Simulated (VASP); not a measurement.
Crystal: BaS.

```xyz
2
Lattice="-0.0782 3.2118 3.2118 3.2118 -0.0782 3.2118 3.1336 3.1336 0.0000" Properties=species:S:1:pos:R:3 pbc="T T T"
Ba    0.0000    0.0000    0.0000
S     3.1336    3.1336    3.2118
```

This cell differs from its parent crystal: shear xy strain -4.9%.

Base run:

| Item | Value |
| --- | --- |
| Program | VASP 6.6.1 |
| Functional | PBE |
| Potentials or basis | VASP PAW PBE potentials, release 64 (Ba_sv, S) |
| Cutoff | 520 eV |
| k mesh | 8 × 8 × 8 |
| Occupations | fermi-dirac, width 0.02 eV |
| Spin | no spin polarisation |

Its results: band gap on the k mesh 2.06 eV (least direct gap 2.20 eV); pressure 0.6 GPa.

Question: The run is repeated on the same cell with these changes: functional from PBE to r2SCAN; occupations from fermi-dirac, width 0.02 eV to gaussian, width 0.01 eV. What comes out?

Answer: Band gap on the k mesh 2.42 eV (least direct gap 2.55 eV); pressure 0.6 GPa.

Caveats: spin-orbit coupling is left out, which moves the levels of the heavy elements; the PAW data sets were made with another functional, which shifts forces and pressure a little (at least some runs).

A k mesh can miss the band edges.
